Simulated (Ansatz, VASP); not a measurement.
Zr3SnO8 in VASP and in Ansatz

```
Zr O Sn
1.0
     3.43593   -3.41561    0.00000
     3.43593    3.41561    0.00000
     0.00000    0.00000    6.48950
Zr O Sn
3 8 1
Direct
  0.50000 0.50000 0.25127
  0.00000 0.00000 0.00000
  0.50000 0.50000 0.74873
  0.19372 0.19372 0.25364
  0.80628 0.80628 0.25364
  0.69376 0.30624 0.00000
  0.30624 0.69376 0.00000
  0.19372 0.19372 0.74636
  0.80628 0.80628 0.74636
  0.69737 0.30263 0.50000
  0.30263 0.69737 0.50000
  0.00000 0.00000 0.50000
```

Alike in both runs: task single point; functional PBE; k mesh 6 × 6 × 4; occupations fermi-dirac, width 0.02 eV; no spin polarisation.

|  | VASP | Ansatz |
| --- | --- | --- |
| version | VASP 6.6.1 | Ansatz 0.2.0 |
| potentials or method | VASP PAW PBE potentials, release 64 (Zr_sv, O, Sn_d) | plane waves, PAW |
| plane-wave cutoff (eV) | 520 | 420 |
| valence electrons in the cell | 98 | 98 |

|  | VASP | Ansatz | Ansatz less VASP |
| --- | --- | --- | --- |
| gap on the k mesh at the Fermi level (eV) | 2.75 | 2.76 | +0.011 |
| pressure (GPa) | 4.6 | 4.2 | -0.39 |
| rms of the force components (eV/Å) | 0.098 | 0.089 | -0.0086 |
